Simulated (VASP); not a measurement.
TiO, 2 atoms in the cell. It takes space group F-43m (No. 216, cubic). The conventional cell has a = 4.591 Å, b = 4.591 Å, c = 4.591 Å, α = 90.00°, β = 90.00°, γ = 90.00°. Within 2.6 Å of Ti (site symmetry -43m) lie 4 O at 1.99 Å. O (site symmetry -43m) has 4 Ti at 1.99 Å within 2.6 Å. 

| Quantity | Value |
| --- | --- |
| Program | VASP 6.6.1 |
| Task | single point |
| Functional | PBE-based screened hybrid |
| Potentials or basis | VASP PAW PBE potentials, release 64 (Ti_sv, O) |
| Cutoff | 520 eV |
| k mesh | 5 × 5 × 5 |
| Occupations | fermi-dirac, width 0.05 eV |
| Spin | no spin polarisation |
| Dipole correction | no |
| Grid for exact exchange (PRECFOCK) | Normal |
| Share of exact exchange | 0.25 |
| Further INCAR settings | ALGO = Normal; EDIFF = 1e-06; NBANDS = 16 |
| Screening parameter | 0.3 1/Å |

Potentials or basis: VASP PAW PBE potentials, release 64 (Ti_sv, O).

Run with:

```sh
$ cat potpaw_PBE.64/Ti_sv/POTCAR potpaw_PBE.64/O/POTCAR > POTCAR
$ cp INCAR.step1 INCAR
$ mpirun -np 1 vasp_std > vasp.out
$ cp INCAR.step2 INCAR
$ mpirun -np 1 vasp_std > vasp.out
```

Hardware: 1 thread of AMD EPYC 7R13 Processor (Zen 3) (shared host).

**Question.** Estimate the wall time of this run.

**Answer.** It took 13 min on 1 thread of AMD EPYC 7R13 Processor (Zen 3), with other jobs on the host, peak memory 0.22 GiB. Counts: k points 10.
